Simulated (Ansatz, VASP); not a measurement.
## Two plane-wave programs on HfO2

The input POSCAR:

```
HfO2
1.0
    3.5766923096      0.0000000000      0.0000000000
    0.0000000000      3.5766923096      0.0000000000
    0.0000000000      0.0000000000      5.2022212706
Hf O
2 4
Direct
    0.0000000000      0.0000000000      0.0000000000
    0.5000000000      0.5000000000      0.5000000000
    0.0000000000      0.5000000000      0.3037893705
    0.0000000000      0.5000000000      0.8037893705
    0.5000000000      0.0000000000      0.6962106295
    0.5000000000      0.0000000000      0.1962106295
```

INCAR.step1

```
SYSTEM = HfO2
PREC     = Accurate       ! precision mode
ENCUT    = 520            ! plane-wave cutoff, eV
ISMEAR   = 0              ! smearing method
SIGMA    = 0.01           ! smearing width, eV
LREAL    = .FALSE.        ! projectors in reciprocal space
LASPH    = .TRUE.         ! aspherical terms in the spheres
NELM     = 100            ! most SCF steps
NBANDS   = 31             ! bands
GGA      = PE             ! functional
ALGO     = Normal         ! electronic algorithm
EDIFF    = 1E-4           ! SCF threshold, eV
LWAVE    = .TRUE.         ! write WAVECAR
LCHARG   = .FALSE.        ! write CHGCAR
```

INCAR.step2

```
SYSTEM = HfO2
PREC     = Accurate       ! precision mode
ENCUT    = 520            ! plane-wave cutoff, eV
EDIFF    = 1E-6           ! SCF threshold, eV
ISMEAR   = 0              ! smearing method
SIGMA    = 0.01           ! smearing width, eV
LREAL    = .FALSE.        ! projectors in reciprocal space
LASPH    = .TRUE.         ! aspherical terms in the spheres
NELM     = 100            ! most SCF steps
ALGO     = Normal         ! electronic algorithm
ISIF     = 2              ! what is computed and relaxed
LWAVE    = .FALSE.        ! write WAVECAR
LCHARG   = .FALSE.        ! write CHGCAR
METAGGA  = R2SCAN         ! meta-GGA
LMIXTAU  = .TRUE.       
NBANDS   = 31             ! bands
ISTART   = 1
```

Contents of KPOINTS:

```
Automatic mesh
0
G
  8 8 6
  0 0 0
```

Input for Ansatz:

```yaml
crystal:
  lattice:
    - [3.5766923096, 0.0, 0.0]
    - [0.0, 3.5766923096, 0.0]
    - [0.0, 0.0, 5.2022212706]
  atoms:
    - { symbol: Hf, position: [0.0, 0.0, 0.0] }
    - { symbol: Hf, position: [0.5, 0.5, 0.5] }
    - { symbol: O, position: [0.0, 0.5, 0.3037893705] }
    - { symbol: O, position: [0.0, 0.5, 0.8037893705] }
    - { symbol: O, position: [0.5, 0.0, 0.6962106295] }
    - { symbol: O, position: [0.5, 0.0, 0.1962106295] }
kpoints:
  mp_grid: { grid: [8, 8, 6] }
  band_path:
    path:
      - [0.0, 0.0, 0.0]
      - [0.0, 0.5, 0.0]
      - [0.5, 0.5, 0.0]
      - [0.0, 0.0, 0.5]
      - [0.0, 0.5, 0.5]
      - [0.5, 0.5, 0.5]
    npoints: 1
hamiltonian:
  xc: r2scan
scf:
  occupations: { method: fixed }
  n_extra_bands: 5
output:
  forces: true
  stress: true
  eigenvalues: true
```

Alike in both runs: task single point; functional r2SCAN; k mesh 8 × 8 × 6; no spin polarisation.

```csv
,VASP,Ansatz
version,VASP 6.6.1,Ansatz 0.2.0
potentials or method,"VASP PAW PBE potentials, release 64 (Hf_pv, O)","plane waves, PAW"
plane-wave cutoff (eV),520,500
occupations,"gaussian, width 0.01 eV",fixed
valence electrons in the cell,44,76
```

Ansatz gave:

| Quantity | Value |
| --- | --- |
| gap on the k mesh at the Fermi level (eV) | 5.26 |
| pressure (GPa) | 0.0 |
| traceless stress, the component that is largest in VASP (GPa) | 0.00 |
| rms of the force components (eV/Å) | 0.000 |

Task: Which values does VASP return?

Result: gap on the k mesh at the Fermi level (eV): 5.24; pressure (GPa): -3.6; traceless stress, the component that is largest in VASP (GPa): 0.16; rms of the force components (eV/Å): 0.032.

VASP's potentials were made for PBE, not for r2SCAN. Atom by atom the forces differ by 0.032 eV/Å (rms over components). VASP's potentials hold 44 valence electrons a cell and Ansatz's 76, so a difference there can come from the potentials and not from the codes.

Spin-orbit coupling is off throughout.
